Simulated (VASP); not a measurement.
# Fe (Im-3m) in VASP: further runs, part 2 of 2

VASP 6.6.1. Earlier steps stand in the parts before.

## Step 6: Single point, PBEsol, collinear spin, ferromagnetic start (volume scaled by 1.03)

INCAR reads:

```
SYSTEM = Fe
PREC = Accurate
ENCUT = 520
EDIFF = 1E-7
ISMEAR = 0
SIGMA = 0.1
LREAL = .FALSE.
LASPH = .TRUE.
NELM = 150
ALGO = Fast
ISIF = 2
LWAVE = .FALSE.
LCHARG = .TRUE.
ISPIN = 2
MAGMOM = 2.32
LORBIT = 11
LMAXMIX = 4
GGA = PS
LELF = .TRUE.
LVHAR = .TRUE.
NBANDS = 14
```

KPOINTS reads:

```
regular mesh
0
G
  20 20 20
  0 0 0
```

POSCAR reads:

```
Fe
1.0
   -1.4066952618      1.4066952618      1.4066952618
    1.4066952618     -1.4066952618      1.4066952618
    1.4066952618      1.4066952618     -1.4066952618
Fe
1
Direct
    0.0000000000      0.0000000000      0.0000000000
```

Potentials or basis: VASP PAW PBE potentials, release 64 (Fe).

Launch:

```sh
$ cat potpaw_PBE.64/Fe/POTCAR > POTCAR
$ mpirun -np 1 vasp_std > vasp.out
```

OUTCAR:

```text
SYSTEM = Fe
   PREC = Accurate
   ENCUT = 520
   EDIFF = 1E-7
   ISMEAR = 0
   LREAL = .FALSE.
   LASPH = .TRUE.
   NELM = 150
   ISIF = 2
   ISPIN = 2
   LORBIT = 11
   GGA = PS

 ion  position               nearest neighbor table
   1  0.000  0.000  0.000-

  LATTYP: Found a body centered cubic cell.
 ALAT       =     2.8133905236

  Lattice vectors:

 A1 = (  -1.4066952618,   1.4066952618,   1.4066952618)
 A2 = (   1.4066952618,  -1.4066952618,   1.4066952618)
 A3 = (   1.4066952618,   1.4066952618,  -1.4066952618)

Analysis of symmetry for initial positions (statically):
=====================================================================
 Subroutine PRICEL returns:
 Original cell was already a primitive cell.

 Routine SETGRP: Setting up the symmetry group for a
 body centered cubic supercell.

 Subroutine GETGRP returns: Found 48 space group operations
 (whereof 48 operations were pure point group operations)
 out of a pool of 48 trial point group operations.

The static configuration has the point symmetry O_h .

Analysis of symmetry for dynamics (positions and initial velocities):
=====================================================================
 Subroutine PRICEL returns:
 Original cell was already a primitive cell.

 Routine SETGRP: Setting up the symmetry group for a
 body centered cubic supercell.

 Subroutine GETGRP returns: Found 48 space group operations
 (whereof 48 operations were pure point group operations)
 out of a pool of 48 trial point group operations.

The dynamic configuration has the point symmetry O_h .

Analysis of structural, dynamic, and magnetic symmetry:
=====================================================================
 Subroutine PRICEL returns:
 Original cell was already a primitive cell.

 Routine SETGRP: Setting up the symmetry group for a
 body centered cubic supercell.

 Subroutine GETGRP returns: Found 48 space group operations
 (whereof 48 operations were pure point group operations)
 out of a pool of 48 trial point group operations.

The overall configuration has the point symmetry O_h .

 Subroutine INISYM returns: Found 48 space group operations
[... 155 lines left out ...]
      1      -2.7638      1.00000
      2       3.5234      1.00000
      3       3.5234      1.00000
      4       3.5234      1.00000
      5       4.8247      1.00000
      6       4.8247      1.00000
      7      31.0022      0.00000
      8      31.0022      0.00000
      9      31.0022      0.00000
     10      36.2355      0.00000
     11      36.2355      0.00000
     12      38.6216      0.00000
     13      38.6216      0.00000
     14      38.6217      0.00000
[... 379 lines left out ...]
      3       3.2450      1.00000
      4       4.6344      1.00000
      5       5.0290      1.00000
      6       5.6063      0.99995
      7      19.7112      0.00000
      8      24.1966      0.00000
      9      27.7606      0.00000
     10      31.1772      0.00000
     11      35.6936      0.00000
     12      37.1809      0.00000
     13      42.9031      0.00000
     14      45.0270      0.00000

 [... further k-points ...]

 spin component 2

 k-point     1 :       0.0000    0.0000    0.0000
  band No.  band energies     occupation
      1      -2.5029      1.00000
      2       5.4077      1.00000
      3       5.4078      1.00000
      4       5.4078      1.00000
      5       7.4359      0.00000
      6       7.4360      0.00000
      7      30.9162      0.00000
      8      30.9162      0.00000
      9      30.9162      0.00000
     10      36.5468      0.00000
     11      36.5468      0.00000
     12      39.3484      0.00000
     13      39.3484      0.00000
     14      39.3485      0.00000
[... 379 lines left out ...]
      3       4.8363      1.00000
      4       7.0403      0.00000
      5       7.5213      0.00000
      6       7.7180      0.00000
      7      20.5311      0.00000
      8      24.6833      0.00000
      9      28.3705      0.00000
     10      31.5274      0.00000
     11      36.2539      0.00000
     12      37.5973      0.00000
     13      43.2203      0.00000
     14      45.5455      0.00000

 [... further k-points ...]
[... 5 lines left out ...]
  --------------------------------------------------------------------------------------
  -------------------------------------------------------------------------------------
  Total       -0.4125907     -0.4125907     -0.4125907     -0.0000000     -0.0000000      0.0000000
  in kB      -59.3703997    -59.3703997    -59.3703997     -0.0000000     -0.0000000      0.0000000
  external PRESSURE =     -59.3703997 kB  Pullay stress =       0.0000000 kB

 VOLUME and BASIS-vectors are now :
 -----------------------------------------------------------------------------
  energy-cutoff  :      520.00
  volume of cell :       11.13
      direct lattice vectors                 reciprocal lattice vectors
    -1.406695262  1.406695262  1.406695262     0.000000000  0.355443011  0.355443011
     1.406695262 -1.406695262  1.406695262     0.355443011  0.000000000  0.355443011
     1.406695262  1.406695262 -1.406695262     0.355443011  0.355443011  0.000000000

 POSITION                                       TOTAL-FORCE (eV/Angst)
 -----------------------------------------------------------------------------------
      0.00000      0.00000      0.00000         0.000000      0.000000      0.000000
 -----------------------------------------------------------------------------------
    total drift:                                0.000000      0.000000      0.000000

  FREE ENERGIE OF THE ION-ELECTRON SYSTEM (eV)
  ---------------------------------------------------
  free  energy   TOTEN  =        -8.9150726377 eV

  energy  without entropy=       -8.9098134958  energy(sigma->0) =       -8.91244307

 total charge

# of ion       s       p       d       tot
------------------------------------------
    1        0.499   0.564   6.252   7.314

 magnetization (x)

# of ion       s       p       d       tot
------------------------------------------
    1       -0.013  -0.050   2.200   2.137
```

OSZICAR:

```text
N       E                     dE             d eps       ncg     rms          rms(c)
DAV:   1     0.206883773438E+02    0.20688E+02   -0.38084E+03 15760   0.698E+02
DAV:   2    -0.924971027214E+01   -0.29938E+02   -0.27660E+02 15686   0.129E+02
DAV:   3    -0.101338197829E+02   -0.88411E+00   -0.87842E+00 17270   0.229E+01
DAV:   4    -0.101366695273E+02   -0.28497E-02   -0.28495E-02 16670   0.116E+00
DAV:   5    -0.101366824036E+02   -0.12876E-04   -0.12876E-04 17396   0.804E-02    0.122E+01
RMM:   6    -0.899525155258E+01    0.11414E+01   -0.15948E+00 18139   0.135E+01    0.578E+00
RMM:   7    -0.893754200367E+01    0.57710E-01   -0.59083E-02 18385   0.268E+00    0.369E+00
RMM:   8    -0.892418827866E+01    0.13354E-01   -0.66356E-03 18360   0.562E-01    0.134E+00
RMM:   9    -0.891561162576E+01    0.85767E-02   -0.97579E-04 18080   0.214E-01    0.376E-01
RMM:  10    -0.891501084217E+01    0.60078E-03   -0.42908E-04 18184   0.228E-01    0.922E-02
RMM:  11    -0.891506985287E+01   -0.59011E-04   -0.54838E-05 18739   0.642E-02    0.533E-02
RMM:  12    -0.891507169881E+01   -0.18459E-05   -0.10286E-05 18687   0.284E-02    0.173E-02
RMM:  13    -0.891507220630E+01   -0.50749E-06   -0.33274E-06 19249   0.112E-02    0.673E-03
RMM:  14    -0.891507265083E+01   -0.44452E-06   -0.37711E-07 18399   0.480E-03    0.173E-03
RMM:  15    -0.891507263767E+01    0.13157E-07   -0.86319E-08 14381   0.223E-03
   1 F= -.89150726E+01 E0= -.89124431E+01  d E =-.525914E-02  mag=     2.1512
```

stdout:

```text
POSCAR found type information on POSCAR Fe
 POSCAR found :  1 types and       1 ions
 scaLAPACK will be used
 -----------------------------------------------------------------------------
|                                                                             |
[... 37 lines left out ...]
 num prob  num prob WARNING in EDDRMM: call to ZHEGV failed, returncode =   6  3     12
WARNING in EDDRMM: call to ZHEGV failed, returncode =   8  4     13
WARNING in EDDRMM: call to ZHEGV failed, returncode =   8  4     12
WARNING in EDDRMM: call to ZHEGV failed, returncode =   6  3     11
 num prob WARNING in EDDRMM: call to ZHEGV failed, returncode =   8  4     12
WARNING in EDDRMM: call to ZHEGV failed, returncode =   8  4     14
 num prob WARNING in EDDRMM: call to ZHEGV failed, returncode =   8  4     13
WARNING in EDDRMM: call to ZHEGV failed, returncode =   8  4     13
```

It took 54 s on 1 thread of Intel Xeon 6975P-C, shared host; peak memory 0.18 GiB.

Results:

```
Free energy                                           : -8.9151 eV
Pressure                                              : -5.9 GPa
Net moment                                            : 2.15 μB per cell
Site moments                                          : Fe +2.14 μB
Valence electrons inside the program's atomic spheres : Fe 7.31
```

Caveat: the PAW data sets were made with another functional, which shifts forces and pressure a little.

## Step 7: Summary

| cell | gap on the mesh (eV) | pressure (GPa) | moment (μB) |
| --- | --- | --- | --- |
| a = 2.363 Å, angles 109.5°, 1 atom | none | 16.5 | 2.02 |
| a = 2.388 Å, angles 109.5°, 1 atom | none | 7.5 | 2.06 |
| a = 2.413 Å, angles 109.5°, 1 atom | none | -0.1 | 2.09 |
| a = 2.436 Å, angles 109.5°, 1 atom | none | -5.9 | 2.15 |

Alike in all rows: task single point; level PBEsol; potentials or basis VASP PAW PBE potentials, release 64 (Fe); spin collinear, ferromagnetic start; k mesh 20 × 20 × 20; cutoff (eV) 520; smearing gaussian 0.1 eV.

Caveats: the PAW data sets were made with another functional, which shifts forces and pressure a little.

Absolute energies hang on the potentials; compare differences alone.
